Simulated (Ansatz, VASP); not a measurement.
# Two plane-wave programs on WSe2

INCAR

```
SYSTEM = WSe2
PREC = Accurate
ENCUT = 600
EDIFF = 1E-6
ISMEAR = 0
SIGMA = 0.1
LREAL = .False.
LASPH = .True.
NELM = 100
ALGO = Normal
ISIF = 3
LWAVE = .False.
LCHARG = .False.
GGA = PE
IBRION = 2
NSW = 100
EDIFFG = -0.01
```

File KPOINTS:

```
regular mesh
0
Gamma
  12 12 10
  0 0 0
```

POSCAR

```
WSe2
1.0
    3.8248398989      0.0000000000      0.0000000000
    0.0000000000      3.8248398989      0.0000000000
    0.0000000000      0.0000000000      4.7712291598
W Se
1 2
Direct
    0.0000000000      0.0000000000      0.5000000000
    0.0000000000      0.0000000000      0.0000000000
    0.5000000000      0.5000000000      0.0000000000
```

Input for Ansatz:

```yaml
crystal:
  lattice:
    - [3.8248398989, 0.0, 0.0]
    - [0.0, 3.8248398989, 0.0]
    - [0.0, 0.0, 4.7712291598]
  atoms:
    - { symbol: W, position: [0.0, 0.0, 0.5] }
    - { symbol: Se, position: [0.0, 0.0, 0.0] }
    - { symbol: Se, position: [0.5, 0.5, 0.0] }
basis:
  ecutwfc: 420
kpoints:
  mp_grid: { grid: [12, 12, 10] }
hamiltonian:
  xc: pbe
scf:
  occupations: { method: gaussian, width: 0.1 }
output:
  forces: true
  stress: true
  eigenvalues: true
relax:
  adjacent_minimum: "off"
  f_tol: 0.01
  max_steps: 80
  cell: { stress_tol: 0.05 }
```

Alike in both runs: task relaxation of cell and atoms; functional PBE; k mesh 12 × 12 × 10; occupations gaussian, width 0.1 eV; no spin polarisation.

|  | VASP | Ansatz |
| --- | --- | --- |
| version | VASP 6.6.1 | Ansatz 0.2.0 |
| potentials or method | VASP PAW PBE potentials, release 64 (W_sv, Se), cutoff 600 eV | scalar-relativistic, plane waves, PAW |
| valence electrons in the cell | 26 | 46 |

VASP gave:

| Quantity | Value |
| --- | --- |
| gap on the k mesh at the Fermi level, each at its own relaxed structure (eV) | none |
| relaxed volume (Å³/atom) | 23.33 |
| relaxed cell length with the largest relative difference (Å) | 4.773 |

Task: Estimate Ansatz's values.

Result: gap on the k mesh at the Fermi level, each at its own relaxed structure (eV): none; relaxed volume (Å³/atom): 23.31; relaxed cell length with the largest relative difference (Å): 4.769.

A gap of «none» marks a metal or a gap that the smearing closes. VASP's potentials hold 26 valence electrons a cell and Ansatz's 46, so a difference there can come from the potentials and not from the codes.

Neither program's run includes spin-orbit coupling.
